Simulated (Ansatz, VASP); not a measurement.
**Two plane-wave programs on SnPIr**

POSCAR

```
SnPIr
1.0
    3.6986030000      0.0000000000      0.0000000000
    0.0000000000      3.6986030000      0.0000000000
    0.0000000000      0.0000000000      7.5866250000
Ir Sn P
2 2 2
Direct
    0.2500000000      0.2500000000      0.6736200000
    0.7500000000      0.7500000000      0.3263800000
    0.2500000000      0.2500000000      0.0516000000
    0.7500000000      0.7500000000      0.9484000000
    0.2500000000      0.2500000000      0.3395000000
    0.7500000000      0.7500000000      0.6605000000
```

Contents of INCAR.step1:

```
  PREC = Accurate
  ENCUT = 520
  ISMEAR = -1
  SIGMA = 0.1
  LREAL = False
  LASPH = True
  NELM = 100
  NBANDS = 37
  GGA = PE
  ALGO = Normal
  EDIFF = 1E-4
  LWAVE = True
  LCHARG = False
```

INCAR.step2

```
  PREC = Accurate
  ENCUT = 520
  EDIFF = 1E-7
  ISMEAR = -1
  SIGMA = 0.1
  LREAL = False
  LASPH = True
  NELM = 100
  ALGO = Normal
  ISIF = 2
  LWAVE = False
  LCHARG = False
  METAGGA = R2SCAN
  LMIXTAU = True
  NBANDS = 37
  ISTART = 1
```

Contents of KPOINTS:

```
regular mesh
0
Gamma
  5 5 3
```

Input for Ansatz:

```yaml
crystal:
  lattice:
    - [3.698603, 0.0, 0.0]
    - [0.0, 3.698603, 0.0]
    - [0.0, 0.0, 7.586625]
  atoms:
    - { symbol: Ir, position: [0.25, 0.25, 0.67362] }
    - { symbol: Ir, position: [0.75, 0.75, 0.32638] }
    - { symbol: Sn, position: [0.25, 0.25, 0.0516] }
    - { symbol: Sn, position: [0.75, 0.75, 0.9484] }
    - { symbol: P, position: [0.25, 0.25, 0.3395] }
    - { symbol: P, position: [0.75, 0.75, 0.6605] }
  symmetry: { tolerance: 0.0003 }
kpoints:
  mp_grid: { grid: [5, 5, 3], shift: [0, 0, 0] }
magnetization:
  spin_polarized: false
scf:
  occupations: { method: fermi_dirac }
hamiltonian:
  pseudopotentials: { kind: paw }
  xc: r2scan
basis:
  ecutwfc: 500
output:
  forces: true
  stress: true
  eigenvalues: true
  write_density: true
  write_potential: true
  elf: true
  volumetric_format: npy
```

Alike in both runs: task single point; functional r2SCAN; k mesh 5 × 5 × 3; no spin polarisation.

|  | VASP | Ansatz |
| --- | --- | --- |
| version | VASP 6.6.1 | Ansatz 0.2.0 |
| potentials or method | VASP PAW PBE potentials, release 64 (Ir, Sn_d, P), cutoff 520 eV | PAW plane waves |
| occupations | fermi-dirac, width 0.1 eV | fermi-dirac |
| valence electrons in the cell | 56 | 72 |

VASP gave:

* gap on the k mesh at the Fermi level (eV): none
* pressure (GPa): 13.4
* traceless stress, the component that is largest in VASP (GPa): 20.70
* rms of the force components (eV/Å): 2.535

What did Ansatz give for the same quantities?

gap on the k mesh at the Fermi level (eV): none; pressure (GPa): 13.2; traceless stress, the component that is largest in VASP (GPa): 21.12; rms of the force components (eV/Å): 2.588.

VASP's potentials were made for PBE, not for r2SCAN. Atom by atom the forces differ by 0.055 eV/Å (rms over components). A gap of «none» marks a metal or a gap that the smearing closes. VASP's potentials hold 56 valence electrons a cell and Ansatz's 72, so a difference there can come from the potentials and not from the codes.

Spin-orbit coupling is off throughout.
